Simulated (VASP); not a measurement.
# HW4S8 (a cell with a defect): single point with PBE

System: HW4S8 (a cell with a defect).

```xyz
13
Lattice="3.1877 -5.5213 0.0000 -3.1877 -5.5213 0.0000 0.0000 -3.6809 -7.4744" Properties=species:S:1:pos:R:3 pbc="T T T"
W     0.0275   -9.2005   -7.4598
W    -1.5901   -6.4456   -7.4590
W     1.5936   -6.4388   -7.4277
W     0.0189   -3.6828   -7.4444
S     0.0109  -12.8874   -5.8708
S    -1.5604  -10.1036   -5.8758
S     1.6359  -10.1417   -5.8666
S    -0.0194   -7.1982   -5.7726
S    -0.0064   -9.2101   -1.5462
S    -1.5623   -6.4454   -1.5407
S     1.6073   -6.4471   -1.5484
S     0.0124   -3.6834   -1.5362
H    -0.3447   -5.9652   -4.9359
```

```json
{
  "Program": "VASP 6.6.1",
  "Task": "single point",
  "Functional": "PBE",
  "Potentials or basis": "VASP PAW PBE potentials, release 64 (W_sv, S, H)",
  "Cutoff": "520 eV",
  "k mesh": "3 × 3 × 3",
  "Occupations": "gaussian, width 0.02 eV",
  "Spin": "collinear spin",
  "Starting moments": "[0.07, 0.01, 0.01, 0.0, 0.0, 0.0, 0.0, 0.01, 0.0, 0.0, 0.0, 0.0, 0.02] μB"
}
```

```yaml
Pressure: -0.1 GPa
Largest_force: 0.596 eV/Å
Net_moment: 0.11 μB per cell
Site_moments: W +0.05, +0.01, -0.00, +0.00; S +0.00, -0.00 (each value once); H +0.01 μB
Valence_electrons_inside_the_program's_atomic_spheres: W 11.98, 12.01, 11.99 (each value once); S 3.72, 3.71, 3.70 (each value once); H 0.51
```

Forces on the atoms (eV/Å):
```
W   -0.022 -0.019 -0.060
W   -0.008  0.024  0.006
W   -0.029  0.010  0.010
W    0.001  0.035 -0.031
S   -0.005  0.014  0.008
S   -0.024  0.029 -0.001
S   -0.167  0.171 -0.124
S   -0.052  0.201  0.182
S   -0.005  0.033  0.000
S   -0.016 -0.029 -0.020
S   -0.004  0.000 -0.033
S   -0.010  0.016  0.004
H    0.341 -0.485  0.059
```

Stress tensor (GPa, compression positive):
```
-0.50  0.04  0.32
 0.04  0.21 -0.36
 0.32 -0.36  0.11
```

Levels at points of the mesh, in eV from the Fermi level:
Spin up:
| k point | band 49 | band 50 | band 51 | band 52 | band 53 | band 54 | band 55 | band 56 |
| --- | --- | --- | --- | --- | --- | --- | --- | --- |
| (0.00, 0.00, 0.00) | -2.11 | -2.00 | -1.94 | -1.50 | 0.47 | 1.63 | 1.68 | 1.74 |
Spin down:
| k point | band 49 | band 50 | band 51 | band 52 | band 53 | band 54 | band 55 | band 56 |
| --- | --- | --- | --- | --- | --- | --- | --- | --- |
| (0.00, 0.00, 0.00) | -2.10 | -1.99 | -1.94 | -1.49 | 0.53 | 1.64 | 1.68 | 1.74 |

Run time: 14 min on 1 thread of Oxide Virtual Turin-like Processor, on a shared host, peak memory 0.66 GiB.

Caveat: the k points lie up to 0.39 Å⁻¹ apart; spin-orbit coupling is left out, which moves the levels of the heavy elements.
